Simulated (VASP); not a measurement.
Crystal: Ir.

```
CELL_PARAMETERS angstrom
2.49000 0.00000 0.00000
0.00000 2.49000 0.00000
0.00000 0.00000 2.49000
ATOMIC_POSITIONS crystal
Ir 0.00000 0.00000 0.00000
```

```yaml
Program: VASP 6.6.1
Task: relaxation of cell and atoms
Functional: PBE
Potentials_or_basis: VASP PAW PBE potentials, release 64 (Ir)
Cutoff: 600 eV
k_mesh: 19 × 19 × 19
Occupations: methfessel-paxton, width 0.1 eV
Spin: no spin polarisation
```

At the start: pressure 30.2 GPa; volume 15.44 Å³/atom.

Task: Where does the relaxation end?

Result: Over 5 steps the energy falls by 133.9 meV/atom and the volume is 17.00 Å³/atom (+10.1 %); space group Pm-3m (No. 221, to 0.05 Å).

Step by step:
```tsv
step	energy change (eV)	largest force (eV/Å)	pressure (GPa)	volume (Å³)
1	0.0000	0.0000	30.21	15.44
2	0.7197	0.0000	-33.86	22.90
3	-0.1319	0.0000	-2.99	17.22
4	-0.1339	0.0000	-0.46	17.04
5	-0.1339	0.0000	0.01	17.00
```

Final structure:
```yaml
crystal:
  lattice:
    - [2.57142, 0.00000, 0.00000]
    - [0.00000, 2.57142, 0.00000]
    - [0.00000, 0.00000, 2.57142]
  atoms:
    - { symbol: Ir, position: [0.00000, 0.00000, 0.00000] }
```
